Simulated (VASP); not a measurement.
# Cd3Te2Se (P3m1) in VASP: notebook, part 2 of 2

VASP 6.6.1.

### 5 Single point, PBE

This run uses another cell than the first one, of 34.01 Å³/atom, 1.205 times its volume.

INCAR

```
ALGO = Normal
EDIFF = 1E-6
ENCUT = 520
GGA = PE
ISIF = 2
ISMEAR = 0
LASPH = T
LCHARG = F
LREAL = F
LWAVE = F
NBANDS = 36
NELM = 100
PREC = Accurate
SIGMA = 0.01
```

KPOINTS

```
k-points
0
Gamma
  12 12 4
```

POSCAR

```
Cd3Te2Se
1.0
    4.5827998905      0.0000000000      0.0000000000
   -2.2913999453      3.9688211257      0.0000000000
    0.0000000000      0.0000000000     11.2191138290
Cd Te Se
3 2 1
Direct
    0.0000000000      0.0000000000      0.0005445276
    0.3333333333      0.6666666667      0.6538528259
    0.6666666667      0.3333333333      0.3461435214
    0.3333333333      0.6666666667      0.9092989070
    0.0000000000      0.0000000000      0.2548875384
    0.6666666667      0.3333333333      0.5852726797
```

Potentials or basis: VASP PAW PBE potentials, release 64 (Cd, Te, Se).

The run is started by

```bash
cat potpaw_PBE.64/Cd/POTCAR potpaw_PBE.64/Te/POTCAR potpaw_PBE.64/Se/POTCAR > POTCAR
mpirun -np 1 vasp_std > vasp.out
```

OUTCAR:

```text
EDIFF = 1E-6
   ENCUT = 520
   GGA = PE
   ISIF = 2
   ISMEAR = 0
   LASPH = T
   LREAL = F
   NELM = 100
   PREC = Accurate

 ion  position               nearest neighbor table
   1  0.000  0.000  0.001-   4 2.84   4 2.84   4 2.84   5 2.85
   2  0.333  0.667  0.654-   6 2.76   6 2.76   6 2.76   4 2.87
   3  0.667  0.333  0.346-   6 2.68   5 2.84   5 2.84   5 2.84
   4  0.333  0.667  0.909-   1 2.84   1 2.84   1 2.84   2 2.87
   5  0.000  0.000  0.255-   3 2.84   3 2.84   3 2.84   1 2.85
   6  0.667  0.333  0.585-   3 2.68   2 2.76   2 2.76   2 2.76

  LATTYP: Found a hexagonal cell.
 ALAT       =     4.5827998905
 C/A-ratio  =     2.4480915809

  Lattice vectors:

 A1 = (   4.5827998905,   0.0000000000,   0.0000000000)
 A2 = (  -2.2913999453,   3.9688211257,   0.0000000000)
 A3 = (   0.0000000000,   0.0000000000,  11.2191138290)

Analysis of symmetry for initial positions (statically):
=====================================================================
 Subroutine PRICEL returns:
 Original cell was already a primitive cell.

 Routine SETGRP: Setting up the symmetry group for a
 hexagonal supercell.

 Subroutine GETGRP returns: Found  6 space group operations
 (whereof  6 operations were pure point group operations)
 out of a pool of 24 trial point group operations.

The static configuration has the point symmetry C_3v.

Analysis of symmetry for dynamics (positions and initial velocities):
=====================================================================
 Subroutine PRICEL returns:
 Original cell was already a primitive cell.

 Routine SETGRP: Setting up the symmetry group for a
 hexagonal supercell.

 Subroutine GETGRP returns: Found  6 space group operations
 (whereof  6 operations were pure point group operations)
 out of a pool of 24 trial point group operations.

The dynamic configuration has the point symmetry C_3v.

 Subroutine INISYM returns: Found  6 space group operations
 (whereof  6 operations are pure point group operations),
 and found     1 'primitive' translations

----------------------------------------------------------------------------------------

                                     Primitive cell

  volume of cell :     204.0568

  direct lattice vectors                    reciprocal lattice vectors
     4.582799890  0.000000000  0.000000000     0.218207215  0.125981994  0.000000000
    -2.291399945  3.968821126  0.000000000     0.000000000  0.251963988  0.000000000
     0.000000000  0.000000000 11.219113829     0.000000000  0.000000000  0.089133600

  length of vectors
     4.582799890  4.582799891 11.219113829     0.251963988  0.251963988  0.089133600

  position of ions in fractional coordinates (direct lattice)
     0.000000000  0.000000000  0.000544528
     0.333333333  0.666666667  0.653852826
     0.666666667  0.333333333  0.346143521
     0.333333333  0.666666667  0.909298907
     0.000000000  0.000000000  0.254887538
     0.666666667  0.333333333  0.585272680

  ion indices of the primitive-cell ions
   primitive index   ion index
                 1           1
                 2           2
                 3           3
                 4           4
                 5           5
                 6           6
[... 20 lines left out ...]
     0.000000000  0.000000000  0.000000000

 Subroutine IBZKPT returns following result:
 ===========================================

 Found     69 irreducible k-points:

 Following reciprocal coordinates:
            Coordinates               Weight
  0.000000  0.000000  0.000000      1.000000
  0.083333  0.000000  0.000000      6.000000
  0.166667  0.000000  0.000000      6.000000
  0.250000  0.000000  0.000000      6.000000
  0.333333  0.000000  0.000000      6.000000
  0.416667  0.000000  0.000000      6.000000
[... 16 lines left out ...]
  0.166667  0.000000  0.250000      6.000000
  0.000000  0.166667  0.250000      6.000000
 [... further k-points ...]
   k-points           NKPTS =     69   k-points in BZ     NKDIM =     69   number of bands    NBANDS=     36
   number of dos      NEDOS =    301   number of ions     NIONS =      6
   total plane-waves  NPLWV = 108864
   dimension x,y,z NGX =    36 NGY =   36 NGZ =   84
   dimension x,y,z NGXF=    72 NGYF=   72 NGZF=  168
   ions per type =               3   2   1
   NGX,Y,Z   is equivalent  to a cutoff of  13.06, 13.06, 12.45 a.u.
   NGXF,Y,Z  is equivalent  to a cutoff of  26.12, 26.12, 24.89 a.u.
 SYSTEM =  unknown system
   PREC   = accura    normal or accurate (medium, high low for compatibility)
   ISTART =      0    job   : 0-new  1-cont  2-samecut
   ICHARG =      2    charge: 1-file 2-atom 10-const
   ISPIN  =      1    spin polarized calculation?
   LNONCOLLINEAR =      F non collinear calculations
   LSORBIT =      F    spin-orbit coupling
   LASPH  =      T    aspherical Exc in radial PAW
   ENCUT  =  520.0 eV  38.22 Ry    6.18 a.u.   8.52  8.52 20.86*2*pi/ulx,y,z
   NELM   =    100;   NELMIN=  2; NELMDL= -5     # of ELM steps
   EDIFF  = 0.1E-05   stopping-criterion for ELM
   LREAL  =      F    real-space projection
   EDIFFG = 0.1E-04   stopping-criterion for IOM
   NSW    =      0    number of steps for IOM
   IBRION =     -1    ionic relax: 0-MD 1-quasi-New 2-CG
   NFREE  =      0    steps in history (QN), initial steepest desc. (CG)
   ISIF   =      2    stress and relaxation
   ISYM   =      2    0-nonsym 1-usesym 2-fastsym
   POTIM  = 0.5000    time-step for ionic-motion
   TEBEG  =    0.0;   TEEND  =   0.0 temperature during run
   PSTRESS=    0.0 pullay stress
   NELECT =      54.0000    total number of electrons
   NUPDOWN=      -1.0000    fix difference up-down
   EMIN   =  10.00;   EMAX   =-10.00  energy-range for DOS
   EFERMI =   0.00;   METHOD = LEGACY
   ISMEAR =     0;   SIGMA  =   0.01  broadening in eV -4-tet -1-fermi 0-gaus
   EFERMI_NEDOS =   21; number of points for ismear=-14 and -15
   IALGO  =     38    algorithm
   IMIX   =      4    mixing-type and parameters
     AMIX     =   0.40;   BMIX     =  1.00
     AMIX_MAG =   1.60;   BMIX_MAG =  1.00
  volume/ion in A,a.u.               =      34.01       229.51
  Fermi-wavevector in a.u.,A,eV,Ry     =   1.051048  1.986192 15.030373  1.104701
  Thomas-Fermi vector in A             =   2.186075
   LORBIT       =      0    0 simple, 1 ext, 2 COOP (PROOUT), +10 PAW based schemes
   GGA     = PE    functional components
   LHFCALC =     F    Hartree Fock is set to
   AEXX    =    0.0000 exact exchange contribution
   IVDW    =     0    specifies the selected vdW correction
   LEPSILON=     F    determine dielectric tensor
   LRPA    =     F    only Hartree local field effects (RPA)
 non-spin polarized calculation
 Gauss-broadening in eV      SIGMA  =   0.01
  energy-cutoff  :      520.00
  volume of cell :      204.06
 maximum number of plane-waves:      5543
 NGX is ok and might be reduce to    36
   NGX = 17   NGY = 17   NGZ = 41

 number of electron      54.0000016 magnetization

 Free energy of the ion-electron system (eV)
  ---------------------------------------------------
  ext. energy  EPLUGINS =         0.00000000
  ---------------------------------------------------
  free energy    TOTEN  =       -15.03848056 eV

  energy without entropy =      -15.03848056  energy(sigma->0) =      -15.03848056

 E-fermi :   1.6382     XC(G=0):  -8.4161

 val. band max:        1.5734959656   @ k =   0.0000   0.0000   0.0000
 cond. band min:       1.8190047813   @ k =   0.0000   0.0000   0.0000
 fundamental gap:      0.2455088157
 Fermi energy:         1.6381693711

 k-point     1 :       0.0000    0.0000    0.0000
  band No.  band energies     occupation
      1     -10.8370      2.00000
      2      -9.2569      2.00000
      3      -9.0893      2.00000
      4      -6.5863      2.00000
      5      -6.5863      2.00000
      6      -6.5700      2.00000
[... 925 lines left out ...]
     35       7.0410      0.00000
     36       7.2430      0.00000

 [... further k-points ...]
[... 5 lines left out ...]
  --------------------------------------------------------------------------------------
  -------------------------------------------------------------------------------------
  Total        0.1738375      0.1738375      0.1901459     -0.0000000      0.0000000      0.0000000
  in kB        1.3649072      1.3649072      1.4929546     -0.0000000      0.0000000      0.0000000
  external PRESSURE =       1.4075896 kB  Pullay stress =       0.0000000 kB

 VOLUME and BASIS-vectors are now :
 -----------------------------------------------------------------------------
  energy-cutoff  :      520.00
  volume of cell :      204.06
      direct lattice vectors                 reciprocal lattice vectors
     4.582799890  0.000000000  0.000000000     0.218207215  0.125981994  0.000000000
    -2.291399945  3.968821126  0.000000000     0.000000000  0.251963988  0.000000000
     0.000000000  0.000000000 11.219113829     0.000000000  0.000000000  0.089133600

 POSITION                                       TOTAL-FORCE (eV/Angst)
 -----------------------------------------------------------------------------------
      0.00000      0.00000      0.00611        -0.000000     -0.000000      0.000110
     -0.00000      2.64588      7.33565         0.000000     -0.000000      0.004609
      2.29140      1.32294      3.88342         0.000000      0.000000     -0.011892
     -0.00000      2.64588     10.20153        -0.000000     -0.000000     -0.000040
      0.00000      0.00000      2.85961         0.000000     -0.000000     -0.001007
      2.29140      1.32294      6.56624        -0.000000      0.000000      0.008220
 -----------------------------------------------------------------------------------
    total drift:                               -0.000001      0.000000     -0.000085

  FREE ENERGIE OF THE ION-ELECTRON SYSTEM (eV)
  ---------------------------------------------------
  free  energy   TOTEN  =       -15.0384805618 eV

  energy  without entropy=      -15.0384805618  energy(sigma->0) =      -15.03848056
```

Wall time 4.2 min (1 thread of Intel Xeon Platinum 8559C (Emerald Rapids), shared host); peak memory 0.63 GiB.

What came out:

```yaml
Free_energy: -15.0385 eV
Pressure: 0.1 GPa
Largest_force: 0.012 eV/Å
Band_gap_on_the_k_mesh: 0.25 eV, direct
```

Forces in eV/Å, atoms in the order of the input:
```
Cd   0.000  0.000  0.000
Cd   0.000  0.000  0.005
Cd   0.000  0.000 -0.012
Te   0.000  0.000  0.000
Te   0.000  0.000 -0.001
Se   0.000  0.000  0.008
```

Caveat: spin-orbit coupling is left out, which moves the levels of the heavy elements.

### 6 Overview

```csv
cell,k mesh,smearing,gap on the mesh (eV),pressure (GPa),largest force (eV/Å)
"a = 4.306, b = 4.306, c = 10.548 Å, angles 90.0, 90.0, 120.0°, 6 atoms",6 × 6 × 2,gaussian 0.1 eV,0.87,11.7,0.98
"a = 4.583, b = 4.583, c = 11.213 Å, angles 90.0, 90.0, 120.0°, 6 atoms",6 × 6 × 2,gaussian 0.1 eV,0.25,0.2,0.02
"a = 4.583, b = 4.583, c = 11.219 Å, angles 90.0, 90.0, 120.0°, 6 atoms",12 × 12 × 4,gaussian 0.01 eV,0.25,0.1,0.01
```

Alike in all rows: task single point; level PBE; potentials or basis VASP PAW PBE potentials, release 64 (Cd, Te, Se); no spin polarisation; cutoff (eV) 520.

Caveats: spin-orbit coupling is left out, which moves the levels of the heavy elements.

Absolute energies hang on the potentials; compare differences alone.
